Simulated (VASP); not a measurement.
Input of a VASP 6.6.1 run:

INCAR

```
PREC = Accurate
ENCUT = 520
EDIFF = 1E-6
ISMEAR = -1
SIGMA = 0.15
LREAL = False
LASPH = True
NELM = 80
ALGO = Normal
ISIF = 2
LWAVE = False
LCHARG = False
GGA = PS
NBANDS = 8
```

KPOINTS

```
Automatic mesh
0
Gamma
  9 9 9
```

File POSCAR:

```
Al
1.0
   -1.5912190000      1.5912190000      1.5912190000
    1.5912190000     -1.5912190000      1.5912190000
    1.5912190000      1.5912190000     -1.5912190000
Al
1
Direct
    0.0000000000      0.0000000000      0.0000000000
```

Potentials or basis: VASP PAW PBE potentials, release 64 (Al).

Launch:

```console
$ cat potpaw_PBE.64/Al/POTCAR > POTCAR
$ mpirun -np 1 vasp_std > vasp.out
```

Estimate the pressure.

2.3 GPa.

Caveat: the PAW data sets were made with another functional, which shifts forces and pressure a little.
